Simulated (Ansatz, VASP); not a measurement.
# HfC: VASP beside Ansatz

INCAR

```
SYSTEM = HfC
PREC     = Accurate       ! precision mode
ENCUT    = 520            ! plane-wave cutoff, eV
EDIFF    = 1E-8           ! SCF threshold, eV
ISMEAR   = -1             ! smearing method
SIGMA    = 0.05           ! smearing width, eV
LREAL    = .False.        ! projectors in reciprocal space
LASPH    = .True.         ! aspherical terms in the spheres
NELM     = 120            ! most SCF steps
ALGO     = Normal         ! electronic algorithm
ISIF     = 2              ! what is computed and relaxed
LWAVE    = .False.        ! write WAVECAR
LCHARG   = .False.        ! write CHGCAR
GGA      = PS             ! functional
LEFG     = .True.       
NBANDS   = 14             ! bands
GGA_COMPAT= .False.
```

The input KPOINTS:

```
Automatic mesh
0
Gamma
  15 15 15
  0 0 0
```

POSCAR

```
HfC
1.0
    0.0000000000      2.2935772291      2.2935772291
    2.2935772291      0.0000000000      2.2935772291
    2.2935772291      2.2935772291      0.0000000000
Hf C
1 1
Direct
    0.5000000000      0.5000000000      0.5000000000
    0.0000000000      0.0000000000      0.0000000000
```

Input for Ansatz:

```yaml
crystal:
  lattice:
    - [0.0, 2.2935772291, 2.2935772291]
    - [2.2935772291, 0.0, 2.2935772291]
    - [2.2935772291, 2.2935772291, 0.0]
  atoms:
    - { symbol: Hf, position: [0.5, 0.5, 0.5] }
    - { symbol: C, position: [0.0, 0.0, 0.0] }
kpoints:
  mp_grid: { grid: [15, 15, 15] }
scf:
  occupations: { method: fermi_dirac, width: 0.05 }
hamiltonian:
  xc: pbesol
  pseudopotentials: { kind: all_electron, datasets: crystal }
output:
  forces: true
  stress: true
  eigenvalues: true
  efg: { contact_densities: true }
```

Change from the starting cell: volume scaled by 0.96, crystal datasets.

Alike in both runs: task electric field gradients; functional PBEsol; k mesh 15 × 15 × 15; occupations fermi-dirac, width 0.05 eV; no spin polarisation.

|  | VASP | Ansatz |
| --- | --- | --- |
| version | VASP 6.6.1 | Ansatz 0.2.0 |
| potentials or method | VASP PAW PBE potentials, release 64 (Hf_pv, C), cutoff 520 eV | all-electron PAW with datasets made for the crystal, scalar-relativistic |

VASP gave:

- pressure (GPa): 3.0

Problem. What did Ansatz give for the same quantities?

Solution. Pressure (GPa): 3.3.

VASP's potentials were made for PBE, not for PBEsol. Ansatz ran all-electron here, and VASP with PAW potentials.

Neither program's run includes spin-orbit coupling.
